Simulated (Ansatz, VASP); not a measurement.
# Two plane-wave programs on TlCl

```
Tl Cl
1.0
     3.69389    0.00000    0.00000
     0.00000    3.69389    0.00000
     0.00000    0.00000    3.69389
Tl Cl
1 1
Direct
  0.00000 0.00000 0.00000
  0.50000 0.50000 0.50000
```

Alike in both runs: functional LDA; k mesh 10 × 10 × 10; occupations fermi-dirac, width 0.05 eV; no spin polarisation.

Ansatz relaxed the structure, and its values are those at the end. VASP's run is a single point on that final structure, the one shown.

```csv
,VASP,Ansatz
version,VASP 6.6.1,Ansatz 0.2.0
potentials or method,"VASP PAW LDA potentials, release 64 (Tl_d, Cl)","PAW with Ansatz's default frozen-core files, scalar-relativistic"
plane-wave cutoff (eV),500,420
valence electrons in the cell,20,20
```

```csv
,VASP,Ansatz,Ansatz less VASP
pressure (GPa),0.0,0.0,0.00
```

LDA's correlation is that of Perdew and Zunger in VASP and of Perdew and Wang (1992) in Ansatz.

Neither program's run includes spin-orbit coupling.
